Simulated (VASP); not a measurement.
A run of VASP 6.6.1 is set up as follows.

INCAR

```
  PREC = Accurate
  ENCUT = 520
  EDIFF = 1E-7
  ISMEAR = 1
  SIGMA = 0.1
  LREAL = F
  LASPH = T
  NELM = 80
  ALGO = Normal
  ISIF = 2
  LWAVE = F
  LCHARG = T
  GGA = PE
  LELF = T
  LVHAR = T
  NBANDS = 8
```

File KPOINTS:

```
regular mesh
0
Gamma
  34 34 34
```

POSCAR

```
Al
1.0
    0.0000000000      2.0199079380      2.0199079380
    2.0199079380      0.0000000000      2.0199079380
    2.0199079380      2.0199079380      0.0000000000
Al
1
Direct
    0.0000000000      0.0000000000      0.0000000000
```

Potentials or basis: VASP PAW PBE potentials, release 64 (Al).

The run is started by

```bash
$ cat potpaw_PBE.64/Al/POTCAR > POTCAR
$ mpirun -np 1 vasp_std > vasp.out
```

Q: What does it give for the pressure?

A: 0.0 GPa.
